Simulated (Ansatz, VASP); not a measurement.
**Two plane-wave programs on SrAl2O2**

```xyz
5
Lattice="5.0464 0.0000 0.0000 -2.5232 4.3703 0.0000 0.0000 0.0000 3.6358" Properties=species:S:1:pos:R:3 pbc="T T T"
Sr    0.0000    0.0000    1.8179
Al    0.0000    2.9135    0.0000
Al    2.5232    1.4568    0.0000
O     0.0000    2.9135    1.8179
O     2.5232    1.4568    1.8179
```

Alike in both runs: functional PBE; k mesh 6 × 6 × 4; occupations gaussian, width 0.1 eV; no spin polarisation.

Ansatz relaxed the structure, and its values are those at the end. VASP's run is a single point on that final structure, the one shown.

|  | VASP | Ansatz |
| --- | --- | --- |
| version | VASP 6.6.1 | Ansatz 0.2.0 |
| potentials or method | VASP PAW PBE potentials, release 64 (Sr_sv, Al, O), cutoff 520 eV | scalar-relativistic, plane waves, PAW |
| valence electrons in the cell | 28 | 28 |

|  | VASP | Ansatz | Ansatz less VASP |
| --- | --- | --- | --- |
| gap on the k mesh at the Fermi level (eV) | none | none | - |
| pressure (GPa) | 0.2 | 0.1 | -0.09 |

A gap of «none» marks a metal or a gap that the smearing closes.

The k mesh is coarse, so the values compare programs but aren't converged.
